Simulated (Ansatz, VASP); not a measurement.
**One calculation of BeTe, two programs**

```
Be Te
1.0
     0.00000    2.82862    2.82862
     2.82862    0.00000    2.82862
     2.82862    2.82862    0.00000
Be Te
1 1
Direct
  0.00000 0.00000 0.00000
  0.25000 0.25000 0.25000
```

Alike in both runs: task single point; functional PBE; k mesh 3 × 3 × 3; no spin polarisation.

```csv
,VASP,Ansatz
version,VASP 6.6.1,Ansatz 0.2.0
potentials or method,"VASP PAW PBE potentials, release 64 (Be, Te)",plane waves
plane-wave cutoff (eV),600,420
occupations,"gaussian, width 0.01 eV",fixed
valence electrons in the cell,8,18
```

```tsv
	VASP	Ansatz	Ansatz less VASP
gap on the k mesh at the Fermi level (eV)	2.26	2.27	+0.015
pressure (GPa)	1.9	1.8	-0.15
```

VASP's potentials hold 8 valence electrons a cell and Ansatz's 18, so a difference there can come from the potentials and not from the codes.

The k mesh is coarse, so the values compare programs but aren't converged. Spin-orbit coupling is off throughout.
